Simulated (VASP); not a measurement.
A run of VASP 6.6.1:

The input INCAR:

```
SYSTEM = LiF
PREC     = Accurate       ! precision mode
ENCUT    = 520            ! plane-wave cutoff, eV
EDIFF    = 1E-6           ! SCF threshold, eV
ISMEAR   = -1             ! smearing method
SIGMA    = 0.03           ! smearing width, eV
LREAL    = .FALSE.        ! projectors in reciprocal space
LASPH    = .TRUE.         ! aspherical terms in the spheres
NELM     = 100            ! most SCF steps
ALGO     = Normal         ! electronic algorithm
ISIF     = 2              ! what is computed and relaxed
LWAVE    = .FALSE.        ! write WAVECAR
LCHARG   = .FALSE.        ! write CHGCAR
GGA      = CA             ! functional
NBANDS   = 12             ! bands
```

The input KPOINTS:

```
Automatic mesh
0
G
  10 10 10
  0 0 0
```

Contents of POSCAR:

```
LiF
1.0
    0.0000000000      2.0140000000      2.0140000000
    2.0140000000      0.0000000000      2.0140000000
    2.0140000000      2.0140000000      0.0000000000
Li F
1 1
Direct
    0.0000000000      0.0000000000      0.0000000000
    0.5000000000      0.5000000000      0.5000000000
```

Potentials or basis: VASP PAW LDA potentials, release 64 (Li_sv, F).

Launch:

```bash
$ cat potpaw_LDA.64/Li_sv/POTCAR potpaw_LDA.64/F/POTCAR > POTCAR
$ mpirun -np 1 vasp_std > vasp.out
```

Hardware: 1 thread of AMD EPYC 7R43 64-Core Processor (Zen 3), with other jobs on the host.

How long does it take, and how much memory?

Wall time 9.9 s on 1 thread of AMD EPYC 7R43 64-Core Processor (Zen 3), on a shared host, peak memory 0.09 GiB. Counts: scf iterations 11, k points 47.
